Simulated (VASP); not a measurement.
# KVF3 (Pm-3m) in VASP: notebook, part 2 of 2

VASP 6.6.1. Earlier steps stand in the parts before.

## 3. Relaxation of cell and atoms, LDA, collinear spin, ferromagnetic start

This run uses another cell than the first one, of 14.10 Å³/atom.

Input file INCAR:

```
  ALGO = Normal
  EDIFF = 1E-7
  EDIFFG = -0.03
  ENCUT = 600
  IBRION = 2
  ISIF = 3
  ISMEAR = -1
  ISPIN = 2
  LASPH = T
  LCHARG = F
  LMAXMIX = 4
  LORBIT = 11
  LREAL = F
  LWAVE = F
  MAGMOM = 0 1.5 0 0 0
  NELM = 150
  NSW = 60
  PREC = Accurate
  SIGMA = 0.05
```

Input file KPOINTS:

```
k-points
0
Gamma
  5 5 5
```

Input file POSCAR:

```
KVF3
1.0
    4.1310000000      0.0000000000      0.0000000000
    0.0000000000      4.1310000000      0.0000000000
    0.0000000000      0.0000000000      4.1310000000
K V F
1 1 3
Direct
    0.0000000000      0.0000000000      0.0000000000
    0.5000000000      0.5000000000      0.5000000000
    0.5000000000      0.5000000000      0.0000000000
    0.0000000000      0.5000000000      0.5000000000
    0.5000000000      0.0000000000      0.5000000000
```

Potentials or basis: VASP PAW LDA potentials, release 64 (K_sv, V_sv, F).

Launch:

```sh
cat potpaw_LDA.64/K_sv/POTCAR potpaw_LDA.64/V_sv/POTCAR potpaw_LDA.64/F/POTCAR > POTCAR
mpirun -np 1 vasp_std > vasp.out
```

OUTCAR:

```text
EDIFF = 1E-7
   EDIFFG = -0.03
   ENCUT = 600
   IBRION = 2
   ISIF = 3
   ISMEAR = -1
   ISPIN = 2
   LASPH = T
   LORBIT = 11
   LREAL = F
   NELM = 150
   NSW = 60
   PREC = Accurate

 ion  position               nearest neighbor table
   1  0.000  0.000  0.000-
   2  0.500  0.500  0.500-   3 2.07   4 2.07   5 2.07   3 2.07   5 2.07   4 2.07
   3  0.500  0.500  0.000-   2 2.07   2 2.07
   4  0.000  0.500  0.500-   2 2.07   2 2.07
   5  0.500  0.000  0.500-   2 2.07   2 2.07

  LATTYP: Found a simple cubic cell.
 ALAT       =     4.1310000000

  Lattice vectors:

 A1 = (   4.1310000000,   0.0000000000,   0.0000000000)
 A2 = (   0.0000000000,   4.1310000000,   0.0000000000)
 A3 = (   0.0000000000,   0.0000000000,   4.1310000000)

Analysis of symmetry for initial positions (statically):
=====================================================================
 Subroutine PRICEL returns:
 Original cell was already a primitive cell.

 Routine SETGRP: Setting up the symmetry group for a
 simple cubic supercell.

 Subroutine GETGRP returns: Found 48 space group operations
 (whereof 48 operations were pure point group operations)
 out of a pool of 48 trial point group operations.

The static configuration has the point symmetry O_h .

Analysis of symmetry for dynamics (positions and initial velocities):
=====================================================================
 Subroutine PRICEL returns:
 Original cell was already a primitive cell.

 Routine SETGRP: Setting up the symmetry group for a
 simple cubic supercell.

 Subroutine GETGRP returns: Found 48 space group operations
[... 787 lines left out ...]

 number of electron      42.9999981 magnetization       3.0000233

 Free energy of the ion-electron system (eV)
  ---------------------------------------------------
  ext. energy  EPLUGINS =         0.00000000
  ---------------------------------------------------
  free energy    TOTEN  =       -31.01424043 eV

  energy without entropy =      -31.01280779  energy(sigma->0) =      -31.01352411

 E-fermi :   5.6554     XC(G=0): -10.8031

 val. band max:        5.4065541609   @ k =   0.4000   0.4000   0.4000
 cond. band min:       5.8267099141   @ k =   0.0000   0.0000   0.0000
 fundamental gap:      0.4201557532
 Fermi energy:         5.6553518153

 spin component 1

 k-point     1 :       0.0000    0.0000    0.0000
  band No.  band energies     occupation
      1     -59.3038      1.00000
      2     -33.6782      1.00000
      3     -33.6782      1.00000
      4     -33.6782      1.00000
      5     -26.3593      1.00000
      6     -20.9903      1.00000
[... 572 lines left out ...]
     25       9.2551      0.00000
     26       9.4650      0.00000

------------------------ aborting loop because EDIFF is reached ----------------------------------------

  FORCE on cell =-STRESS in cart. coord.  units (eV):
  Direction    XX          YY          ZZ          XY          YZ          ZX
  --------------------------------------------------------------------------------------
  -------------------------------------------------------------------------------------
  Total        0.0291372      0.0291372      0.0291372     -0.0000000      0.0000000     -0.0000000
  in kB        0.7144610      0.7144610      0.7144610     -0.0000000      0.0000000     -0.0000000
  external PRESSURE =       0.7144610 kB  Pullay stress =       0.0000000 kB

 VOLUME and BASIS-vectors are now :
 -----------------------------------------------------------------------------
  energy-cutoff  :      600.00
  volume of cell :       65.34
      direct lattice vectors                 reciprocal lattice vectors
     4.027725121  0.000000000 -0.000000000     0.248279108 -0.000000000 -0.000000000
     0.000000000  4.027725121 -0.000000000    -0.000000000  0.248279108  0.000000000
     0.000000000  0.000000000  4.027725121     0.000000000  0.000000000  0.248279108

 POSITION                                       TOTAL-FORCE (eV/Angst)
 -----------------------------------------------------------------------------------
      0.00000      0.00000      0.00000        -0.000000      0.000000      0.000000
      2.01386      2.01386      2.01386         0.000000      0.000000      0.000000
      2.01386      2.01386     -0.00000        -0.000000      0.000000      0.000000
      0.00000      2.01386      2.01386         0.000000      0.000000      0.000000
      2.01386      0.00000      2.01386        -0.000000      0.000000      0.000000
 -----------------------------------------------------------------------------------
    total drift:                                0.000000      0.000000      0.000000

  FREE ENERGIE OF THE ION-ELECTRON SYSTEM (eV)
  ---------------------------------------------------
  free  energy   TOTEN  =       -31.0142404290 eV

  energy  without entropy=      -31.0128077859  energy(sigma->0) =      -31.01352411

 reached required accuracy - stopping structural energy minimisation

 total charge

# of ion       s       p       d       tot
------------------------------------------
    1        1.952   5.565   0.031   7.548
    2        2.154   6.151   3.221  11.526
    3        1.716   4.373   0.000   6.089
    4        1.716   4.373   0.000   6.089
    5        1.716   4.373   0.000   6.089
--------------------------------------------------
tot          9.255  24.835   3.251  37.341

 magnetization (x)

# of ion       s       p       d       tot
------------------------------------------
    1       -0.000   0.000   0.005   0.005
    2        0.009   0.010   2.600   2.619
    3       -0.001   0.032   0.000   0.031
    4       -0.001   0.032   0.000   0.031
    5       -0.001   0.032   0.000   0.031
--------------------------------------------------
tot          0.005   0.107   2.605   2.717
```

OSZICAR:

```text
N       E                     dE             d eps       ncg     rms          rms(c)
DAV:   1     0.548794436784E+03    0.54879E+03   -0.26721E+04  1040   0.189E+03
DAV:   2     0.748173941170E+01   -0.54131E+03   -0.53075E+03  1240   0.531E+02
[... 20 lines left out ...]
DAV:   6    -0.310140879747E+02    0.35614E-03   -0.18511E-03  1664   0.299E-01    0.275E-01
DAV:   7    -0.310142338859E+02   -0.14591E-03   -0.87719E-04  1556   0.224E-01    0.786E-02
DAV:   8    -0.310142351611E+02   -0.12752E-05   -0.48574E-05  1324   0.541E-02    0.458E-02
DAV:   9    -0.310142381266E+02   -0.29655E-05   -0.15513E-05  1660   0.249E-02    0.237E-02
DAV:  10    -0.310142403791E+02   -0.22525E-05   -0.26428E-06  1574   0.132E-02    0.470E-03
DAV:  11    -0.310142404290E+02   -0.49924E-07   -0.22211E-07  1062   0.415E-03
   2 F= -.31014240E+02 E0= -.31013524E+02  d E =-.101130E+00  mag=     3.0000
```

CONTCAR:

```text
KVF3
   1.00000000000000
     4.0277251214670802    0.0000000000000000   -0.0000000000000000
     0.0000000000000000    4.0277251214670802   -0.0000000000000000
     0.0000000000000000    0.0000000000000000    4.0277251214670802
  K               V               F
     1     1     3
Direct
     0.0000000000000000    0.0000000000000000    0.0000000000000000
     0.5000000000000000    0.5000000000000000    0.5000000000000000
     0.5000000000000000    0.5000000000000000    0.0000000000000000
     0.0000000000000000    0.5000000000000000    0.5000000000000000
     0.5000000000000000    0.0000000000000000    0.5000000000000000

  0.00000000E+00  0.00000000E+00  0.00000000E+00
  0.00000000E+00  0.00000000E+00  0.00000000E+00
  0.00000000E+00  0.00000000E+00  0.00000000E+00
  0.00000000E+00  0.00000000E+00  0.00000000E+00
  0.00000000E+00  0.00000000E+00  0.00000000E+00
```

Wall time 82 s (1 thread of Intel Xeon Platinum 8488C (Sapphire Rapids), shared host); peak memory 0.21 GiB.

Results:

| Property | Result |
| --- | --- |
| Free energy | -31.0142 eV |
| Relaxed volume | 13.07 Å³/atom |
| Relaxed cell | a = 4.028 Å, b = 4.028 Å, c = 4.028 Å, α = 90.00°, β = 90.00°, γ = 90.00° |
| Space group after relaxing (to 0.1 Å) | Pm-3m (No. 221) |
| Energy gained by relaxing | 20.2 meV/atom |
| Ionic steps | 2 |
| Pressure after relaxing | 0.1 GPa |
| Band gap on the k mesh | 0.42 eV (least direct gap 0.86 eV) |
| Net moment | 3.00 μB per cell |
| Site moments | K +0.01; V +2.62; F +0.03 μB |
| Valence electrons inside the program's atomic spheres | K 7.55; V 11.53; F 6.09 |

The path:
```
step  energy change (eV)  largest force (eV/Å)  pressure (GPa)  volume (Å³)
   1              0.0000                0.0000           -5.89        70.50
   2             -0.1011                0.0000            0.07        65.34
```

Final structure:
```
K V F
1.0
     4.02773    0.00000    0.00000
     0.00000    4.02773    0.00000
     0.00000    0.00000    4.02773
K V F
1 1 3
Direct
  0.00000 0.00000 0.00000
  0.50000 0.50000 0.50000
  0.50000 0.50000 0.00000
  0.00000 0.50000 0.50000
  0.50000 0.00000 0.50000
```

Caveat: an odd mesh through Γ misses points on the zone boundary, where band edges can lie. LDA usually gives volumes a few per cent too small.
